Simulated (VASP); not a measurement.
# TaC2 (P4/mmm) in VASP: a series of runs

The runs below take TaC2 through single point, relaxation of cell and atoms, with PBE.

Program: VASP 6.6.1. These are calculated values, not measurements. Logs are shortened: lines on timing, memory, paths and dates and some standing lists are left out, and cuts for length are marked.

## 1. The cell of the first run

It takes space group P4/mmm (No. 123, tetragonal). Conventional cell: a = 3.168 Å, b = 3.168 Å, c = 4.905 Å, α = 90.00°, β = 90.00°, γ = 90.00°. Within 2.1 Å of Ta (site symmetry 4/mmm) lie 4 C at 1.58 Å. Within 2.1 Å of C (site symmetry mmm) lie 2 Ta at 1.58 Å.

## 2. Single point, PBE

Contents of INCAR:

```
PREC = Accurate ; ENCUT = 520
EDIFF = 1E-7 ; ISMEAR = 0
SIGMA = 0.1 ; LREAL = False
LASPH = True ; NELM = 100
ALGO = Normal ; ISIF = 2
LWAVE = False ; LCHARG = False
GGA = PE ; NBANDS = 16
```

Contents of KPOINTS:

```
Automatic mesh
0
Gamma
  6 6 4
```

Contents of POSCAR:

```
TaC2
1.0
    3.1677106300      0.0000000000      0.0000000000
    0.0000000000      3.1677106300      0.0000000000
    0.0000000000      0.0000000000      4.9049032400
Ta C
1 2
Direct
    0.0000000000      0.0000000000      0.5000000000
    0.0000000000      0.5000000000      0.5000000000
    0.5000000000      0.0000000000      0.5000000000
```

Potentials or basis: VASP PAW PBE potentials, release 64 (Ta_pv, C).

Launch:

```console
cat potpaw_PBE.64/Ta_pv/POTCAR potpaw_PBE.64/C/POTCAR > POTCAR
mpirun -np 1 vasp_std > vasp.out
```

OUTCAR:

```text
PREC = Accurate
   ENCUT = 520
   EDIFF = 1E-7
   ISMEAR = 0
   LREAL = False
   LASPH = True
   NELM = 100
   ISIF = 2
   GGA = PE

 ion  position               nearest neighbor table
   1  0.000  0.000  0.500-   2 1.58   3 1.58   2 1.58   3 1.58
   2  0.000  0.500  0.500-   1 1.58   1 1.58
   3  0.500  0.000  0.500-   1 1.58   1 1.58

  LATTYP: Found a simple tetragonal cell.
 ALAT       =     3.1677106300
 C/A-ratio  =     1.5484063454

  Lattice vectors:

 A1 = (   3.1677106300,   0.0000000000,   0.0000000000)
 A2 = (   0.0000000000,   3.1677106300,   0.0000000000)
 A3 = (   0.0000000000,   0.0000000000,   4.9049032400)

Analysis of symmetry for initial positions (statically):
=====================================================================
 Subroutine PRICEL returns:
 Original cell was already a primitive cell.

 Routine SETGRP: Setting up the symmetry group for a
 simple tetragonal supercell.

 Subroutine GETGRP returns: Found 16 space group operations
 (whereof 16 operations were pure point group operations)
 out of a pool of 16 trial point group operations.

The static configuration has the point symmetry D_4h.

Analysis of symmetry for dynamics (positions and initial velocities):
=====================================================================
 Subroutine PRICEL returns:
 Original cell was already a primitive cell.

 Routine SETGRP: Setting up the symmetry group for a
 simple tetragonal supercell.

 Subroutine GETGRP returns: Found 16 space group operations
 (whereof 16 operations were pure point group operations)
 out of a pool of 16 trial point group operations.

The dynamic configuration has the point symmetry D_4h.

 Subroutine INISYM returns: Found 16 space group operations
 (whereof 16 operations are pure point group operations),
 and found     1 'primitive' translations

----------------------------------------------------------------------------------------

                                     Primitive cell

  volume of cell :      49.2177

  direct lattice vectors                    reciprocal lattice vectors
     3.167710630  0.000000000  0.000000000     0.315685401  0.000000000  0.000000000
     0.000000000  3.167710630  0.000000000     0.000000000  0.315685401  0.000000000
     0.000000000  0.000000000  4.904903240     0.000000000  0.000000000  0.203877620

  length of vectors
     3.167710630  3.167710630  4.904903240     0.315685401  0.315685401  0.203877620

  position of ions in fractional coordinates (direct lattice)
     0.000000000  0.000000000  0.500000000
     0.000000000  0.500000000  0.500000000
     0.500000000  0.000000000  0.500000000

  ion indices of the primitive-cell ions
   primitive index   ion index
                 1           1
                 2           2
                 3           3

----------------------------------------------------------------------------------------

 KPOINTS: Automatic mesh

Automatic generation of k-mesh.
 Grid dimensions read from file:
 generate k-points for:    6    6    4

 Generating k-lattice:

  Cartesian coordinates                     Fractional coordinates (reciprocal lattice)
     0.052614233  0.000000000  0.000000000     0.166666667  0.000000000  0.000000000
     0.000000000  0.052614233  0.000000000     0.000000000  0.166666667  0.000000000
     0.000000000  0.000000000  0.050969405     0.000000000  0.000000000  0.250000000

  Length of vectors
     0.052614233  0.052614233  0.050969405

  Shift w.r.t. Gamma in fractional coordinates (k-lattice)
     0.000000000  0.000000000  0.000000000

 Subroutine IBZKPT returns following result:
 ===========================================

 Found     30 irreducible k-points:

 Following reciprocal coordinates:
            Coordinates               Weight
  0.000000  0.000000  0.000000      1.000000
  0.166667  0.000000  0.000000      4.000000
  0.333333  0.000000  0.000000      4.000000
  0.500000  0.000000  0.000000      2.000000
  0.166667  0.166667  0.000000      4.000000
  0.333333  0.166667  0.000000      8.000000
[... 16 lines left out ...]
  0.333333  0.000000  0.500000      4.000000
  0.500000  0.000000  0.500000      2.000000
 [... further k-points ...]
   k-points           NKPTS =     30   k-points in BZ     NKDIM =     30   number of bands    NBANDS=     16
   number of dos      NEDOS =    301   number of ions     NIONS =      3
   total plane-waves  NPLWV =  20736
   dimension x,y,z NGX =    24 NGY =   24 NGZ =   36
   dimension x,y,z NGXF=    48 NGYF=   48 NGZF=   72
   ions per type =               1   2
   NGX,Y,Z   is equivalent  to a cutoff of  12.60, 12.60, 12.20 a.u.
   NGXF,Y,Z  is equivalent  to a cutoff of  25.19, 25.19, 24.40 a.u.
 SYSTEM =  unknown system
   PREC   = accura    normal or accurate (medium, high low for compatibility)
   ISTART =      0    job   : 0-new  1-cont  2-samecut
   ICHARG =      2    charge: 1-file 2-atom 10-const
   ISPIN  =      1    spin polarized calculation?
   LNONCOLLINEAR =      F non collinear calculations
   LSORBIT =      F    spin-orbit coupling
   LASPH  =      T    aspherical Exc in radial PAW
   ENCUT  =  520.0 eV  38.22 Ry    6.18 a.u.   5.89  5.89  9.12*2*pi/ulx,y,z
   NELM   =    100;   NELMIN=  2; NELMDL= -5     # of ELM steps
   EDIFF  = 0.1E-06   stopping-criterion for ELM
   LREAL  =      F    real-space projection
   EDIFFG = 0.1E-05   stopping-criterion for IOM
   NSW    =      0    number of steps for IOM
   IBRION =     -1    ionic relax: 0-MD 1-quasi-New 2-CG
   NFREE  =      0    steps in history (QN), initial steepest desc. (CG)
   ISIF   =      2    stress and relaxation
   ISYM   =      2    0-nonsym 1-usesym 2-fastsym
   POTIM  = 0.5000    time-step for ionic-motion
   TEBEG  =    0.0;   TEEND  =   0.0 temperature during run
   PSTRESS=    0.0 pullay stress
   NELECT =      19.0000    total number of electrons
   NUPDOWN=      -1.0000    fix difference up-down
   EMIN   =  10.00;   EMAX   =-10.00  energy-range for DOS
   EFERMI =   0.00;   METHOD = LEGACY
   ISMEAR =     0;   SIGMA  =   0.10  broadening in eV -4-tet -1-fermi 0-gaus
   EFERMI_NEDOS =   21; number of points for ismear=-14 and -15
   IALGO  =     38    algorithm
   IMIX   =      4    mixing-type and parameters
     AMIX     =   0.40;   BMIX     =  1.00
     AMIX_MAG =   1.60;   BMIX_MAG =  1.00
  volume/ion in A,a.u.               =      16.41       110.71
  Fermi-wavevector in a.u.,A,eV,Ry     =   1.192026  2.252602 19.332856  1.420925
  Thomas-Fermi vector in A             =   2.328073
   LORBIT       =      0    0 simple, 1 ext, 2 COOP (PROOUT), +10 PAW based schemes
   GGA     = PE    functional components
   LHFCALC =     F    Hartree Fock is set to
   AEXX    =    0.0000 exact exchange contribution
   IVDW    =     0    specifies the selected vdW correction
   LEPSILON=     F    determine dielectric tensor
   LRPA    =     F    only Hartree local field effects (RPA)
 non-spin polarized calculation
 Gauss-broadening in eV      SIGMA  =   0.10
  energy-cutoff  :      520.00
  volume of cell :       49.22
 maximum number of plane-waves:      1352
 NGX is ok and might be reduce to    24
   NGX = 11   NGY = 11   NGZ = 19

 number of electron      18.9999999 magnetization

 Free energy of the ion-electron system (eV)
  ---------------------------------------------------
  ext. energy  EPLUGINS =         0.00000000
  ---------------------------------------------------
  free energy    TOTEN  =        -8.26341040 eV

  energy without entropy =       -8.25682964  energy(sigma->0) =       -8.26012002

 E-fermi :   2.1252     XC(G=0):  -8.8660

 val. band max:        2.0625204044   @ k =   0.3333   0.0000   0.2500
 cond. band min:       2.1733634719   @ k =   0.0000   0.0000   0.5000
 fundamental gap:      0.1108430675
 Fermi energy:         2.1251636379

 k-point     1 :       0.0000    0.0000    0.0000
  band No.  band energies     occupation
      1     -33.9125      2.00000
      2     -33.9125      2.00000
      3     -31.5721      2.00000
      4     -11.7968      2.00000
      5     -10.3958      2.00000
      6      -1.0216      2.00000
[... 8 lines left out ...]
     15       9.4029      0.00000
     16       9.6002      0.00000

 k-point     2 :       0.1667    0.0000    0.0000
  band No.  band energies     occupation
      1     -33.9596      2.00000
      2     -33.8962      2.00000
      3     -31.5516      2.00000
      4     -11.3203      2.00000
      5     -10.0469      2.00000
      6      -1.9620      2.00000
[... 8 lines left out ...]
     15       9.5260      0.00000
     16       9.5408      0.00000

 k-point     3 :       0.3333    0.0000    0.0000
  band No.  band energies     occupation
      1     -34.0516      2.00000
      2     -33.8635      2.00000
      3     -31.5100      2.00000
      4     -10.8232      2.00000
      5      -8.2268      2.00000
      6      -3.5262      2.00000
[... 8 lines left out ...]
     15      10.7478      0.00000
     16      11.3148      0.00000

 k-point     4 :       0.5000    0.0000    0.0000
  band No.  band energies     occupation
      1     -34.0967      2.00000
      2     -33.8470      2.00000
      3     -31.4891      2.00000
      4     -10.7049      2.00000
      5      -5.1380      2.00000
      6      -4.8253      2.00000
[... 8 lines left out ...]
     15      12.5232      0.00000
     16      13.2957      0.00000
[... 324 lines left out ...]
 k-point    22 :       0.1667    0.0000    0.5000
  band No.  band energies     occupation
      1     -33.9594      2.00000
      2     -33.8962      2.00000
      3     -31.5529      2.00000
      4     -11.3022      2.00000
      5     -10.0425      2.00000
      6      -2.2775      2.00000
[... 8 lines left out ...]
     15       7.4004      0.00000
     16       9.5348      0.00000

 k-point    23 :       0.3333    0.0000    0.5000
  band No.  band energies     occupation
      1     -34.0515      2.00000
      2     -33.8634      2.00000
      3     -31.5112      2.00000
      4     -10.8131      2.00000
      5      -8.2132      2.00000
      6      -3.6646      2.00000
[... 8 lines left out ...]
     15      10.6741      0.00000
     16      11.3176      0.00000

 k-point    24 :       0.5000    0.0000    0.5000
  band No.  band energies     occupation
      1     -34.0967      2.00000
      2     -33.8469      2.00000
      3     -31.4902      2.00000
      4     -10.6970      2.00000
      5      -5.1370      2.00000
      6      -4.7778      2.00000
[... 8 lines left out ...]
     15       9.1553      0.00000
     16      13.0524      0.00000

 [... further k-points ...]
[... 5 lines left out ...]
  --------------------------------------------------------------------------------------
  -------------------------------------------------------------------------------------
  Total       65.7977037     65.7977037     -0.7000228      0.0000000     -0.0000000     -0.0000000
  in kB     2141.9033567   2141.9033567    -22.7877426      0.0000000     -0.0000000     -0.0000000
  external PRESSURE =    1420.3396569 kB  Pullay stress =       0.0000000 kB

 VOLUME and BASIS-vectors are now :
 -----------------------------------------------------------------------------
  energy-cutoff  :      520.00
  volume of cell :       49.22
      direct lattice vectors                 reciprocal lattice vectors
     3.167710630  0.000000000  0.000000000     0.315685401  0.000000000  0.000000000
     0.000000000  3.167710630  0.000000000     0.000000000  0.315685401  0.000000000
     0.000000000  0.000000000  4.904903240     0.000000000  0.000000000  0.203877620

 POSITION                                       TOTAL-FORCE (eV/Angst)
 -----------------------------------------------------------------------------------
      0.00000      0.00000      2.45245         0.000000      0.000000      0.000000
      0.00000      1.58386      2.45245         0.000000      0.000000      0.000000
      1.58386      0.00000      2.45245         0.000000      0.000000      0.000000
 -----------------------------------------------------------------------------------
    total drift:                                0.000000     -0.000000     -0.000000

  FREE ENERGIE OF THE ION-ELECTRON SYSTEM (eV)
  ---------------------------------------------------
  free  energy   TOTEN  =        -8.2634104006 eV

  energy  without entropy=       -8.2568296422  energy(sigma->0) =       -8.26012002
```

Wall time 25 s (1 thread of AMD EPYC 7R43 (Zen 3), shared host); peak memory 0.13 GiB.

What came out:

- Free energy: -8.2634 eV
- Pressure: 142.0 GPa

Stress tensor (GPa, compression positive):
```
214.19   0.00   0.00
  0.00 214.19   0.00
  0.00   0.00  -2.28
```

Caveat: spin-orbit coupling is left out, which moves the levels of the heavy elements.

## 3. Single point, PBE

This run uses another cell than the first one, of 16.44 Å³/atom, 1.002 times its volume.

Contents of INCAR:

```
SYSTEM = TaC2
PREC = Accurate
ENCUT = 520
EDIFF = 1E-6
ISMEAR = 0
SIGMA = 0.1
LREAL = .FALSE.
LASPH = .TRUE.
NELM = 60
ALGO = Normal
ISIF = 2
LWAVE = .FALSE.
LCHARG = .FALSE.
GGA = PE
NBANDS = 16
```

Contents of KPOINTS:

```
regular mesh
0
G
  12 12 16
  0 0 0
```

Contents of POSCAR:

```
TaC2
1.0
    4.2388193130      0.0000000000      0.0000000000
    0.0000000000      4.2388193130      0.0000000000
    0.0000000000      0.0000000000      2.7457012372
Ta C
1 2
Direct
    0.0000000000      0.0000000000      0.5000000000
    0.0000000000      0.5000000000      0.5000000000
    0.5000000000      0.0000000000      0.5000000000
```

Potentials or basis: VASP PAW PBE potentials, release 64 (Ta_pv, C).

Launch:

```console
cat potpaw_PBE.64/Ta_pv/POTCAR potpaw_PBE.64/C/POTCAR > POTCAR
mpirun -np 1 vasp_std > vasp.out
```

Wall time 2.1 min (1 thread of AMD EPYC 7R43 (Zen 3), shared host); peak memory 0.27 GiB.

Results (log left out):

* Free energy: -23.3954 eV
* Pressure: 0.2 GPa

Stress tensor (GPa, compression positive):
```
0.29 0.00 0.00
0.00 0.29 0.00
0.00 0.00 0.00
```

Levels at points of the mesh, in eV from the Fermi level:
| k point | band 6 | band 7 | band 8 | band 9 | band 10 | band 11 | band 12 | band 13 | band 14 | band 15 |
| --- | --- | --- | --- | --- | --- | --- | --- | --- | --- | --- |
| (0.00, 0.00, 0.00) | -2.55 | -1.41 | -1.41 | 1.31 | 1.31 | 1.33 | 2.73 | 3.38 | 4.49 | 4.49 |
| (0.50, 0.00, 0.00) | -4.38 | -2.42 | -2.00 | -0.42 | -0.35 | 1.47 | 3.06 | 4.51 | 5.33 | 7.19 |
| (0.50, 0.50, 0.00) | -5.08 | -4.05 | -3.81 | -2.32 | 1.49 | 1.49 | 2.27 | 6.00 | 7.20 | 7.20 |
| (0.00, 0.00, 0.50) | -3.12 | -1.05 | -0.51 | -0.51 | 0.02 | 0.02 | 2.07 | 2.07 | 2.37 | 7.49 |
| (0.50, 0.00, 0.50) | -3.98 | -3.38 | -2.18 | -0.80 | -0.42 | 0.84 | 0.88 | 4.00 | 5.88 | 6.92 |
| (0.50, 0.50, 0.50) | -3.87 | -3.87 | -3.64 | -3.17 | -2.54 | 2.92 | 4.03 | 4.03 | 4.84 | 6.77 |

Caveat: spin-orbit coupling is left out, which moves the levels of the heavy elements.

## 4. Relaxation of cell and atoms, PBE

This run uses another cell than the first one, of 16.45 Å³/atom, 1.003 times its volume.

Contents of INCAR:

```
PREC = Accurate ; ENCUT = 600
EDIFF = 1E-6 ; ISMEAR = 0
SIGMA = 0.1 ; LREAL = False
LASPH = True ; NELM = 60
ALGO = Normal ; ISIF = 3
LWAVE = False ; LCHARG = False
GGA = PE ; IBRION = 2
NSW = 100 ; EDIFFG = -0.01
```

Contents of KPOINTS:

```
regular mesh
0
Gamma
  12 12 16
```

Contents of POSCAR:

```
TaC2
1.0
    4.2233363541      0.0000000000      0.0000000000
    0.0000000000      4.2233363541      0.0000000000
    0.0000000000      0.0000000000      2.7665985115
Ta C
1 2
Direct
    0.0000000000      0.0000000000      0.5000000000
    0.0000000000      0.5000000000      0.5000000000
    0.5000000000      0.0000000000      0.5000000000
```

Launch:

```console
cat potpaw_PBE.64/Ta_pv/POTCAR potpaw_PBE.64/C/POTCAR > POTCAR
mpirun -np 1 vasp_std > vasp.out
```

Wall time 5.7 min (1 thread of Intel Xeon 6975P-C, shared host); peak memory 0.36 GiB.

Results (log left out):

```yaml
Free_energy: -23.3959 eV
Relaxed_volume: 16.46 Å³/atom
Relaxed_cell: a = 4.241 Å, b = 4.241 Å, c = 2.745 Å, α = 90.00°, β = 90.00°, γ = 90.00°
Space_group_after_relaxing_to_0.05_Å: P4/mmm (No. 123)
Energy_gained_by_relaxing: 1.1 meV/atom
Ionic_steps: 5
Pressure_after_relaxing: 0.0 GPa
```

Step by step:
| step | energy change (eV) | largest force (eV/Å) | pressure (GPa) | volume (Å³) |
| --- | --- | --- | --- | --- |
| 1 | 0.0000 | 0.0000 | 0.93 | 49.35 |
| 2 | 0.0007 | 0.0000 | -1.84 | 50.03 |
| 3 | -0.0026 | 0.0000 | -0.39 | 49.66 |
| 4 | -0.0032 | 0.0000 | -0.13 | 49.47 |
| 5 | -0.0033 | 0.0000 | 0.00 | 49.37 |

Final structure:
```
Ta C
1.0
     4.24084    0.00000    0.00000
     0.00000    4.24084    0.00000
     0.00000    0.00000    2.74512
Ta C
1 2
Direct
  0.00000 0.00000 0.50000
  0.00000 0.50000 0.50000
  0.50000 0.00000 0.50000
```

Levels at points of the mesh, in eV from the Fermi level:
```tsv
k point	band 8	band 9	band 10	band 11	band 12	band 13
(0.00, 0.00, 0.00)	-1.41	1.30	1.30	1.33	2.73	3.39
(0.50, 0.00, 0.00)	-2.00	-0.42	-0.35	1.48	3.06	4.51
(0.50, 0.50, 0.00)	-3.81	-2.32	1.50	1.50	2.27	5.99
(0.00, 0.00, 0.50)	-0.52	-0.52	0.02	0.02	2.06	2.06
(0.50, 0.00, 0.50)	-2.17	-0.80	-0.42	0.84	0.89	3.99
(0.50, 0.50, 0.50)	-3.64	-3.16	-2.53	2.92	4.02	4.02
```

Caveat: spin-orbit coupling is left out, which moves the levels of the heavy elements.

## 5. Summary

| task | cell | k mesh | cutoff (eV) | gap on the mesh (eV) | pressure (GPa) |
| --- | --- | --- | --- | --- | --- |
| single point | a = 3.168, b = 3.168, c = 4.905 Å, 3 atoms | 6 × 6 × 4 | 520 | none | 142.0 |
| single point | a = 4.239, b = 4.239, c = 2.746 Å, 3 atoms | 12 × 12 × 16 | 520 | none | 0.2 |
| relaxation of cell and atoms | relaxed from a = 4.223, b = 4.223, c = 2.767 Å, 3 atoms | 12 × 12 × 16 | 600 | none | 0.0 |

Alike in all rows: level PBE; potentials or basis VASP PAW PBE potentials, release 64 (Ta_pv, C); no spin polarisation; smearing gaussian 0.1 eV.

Caveats: spin-orbit coupling is left out, which moves the levels of the heavy elements.

Total energies depend on the potentials used, so only differences within one code and one set of settings carry meaning.
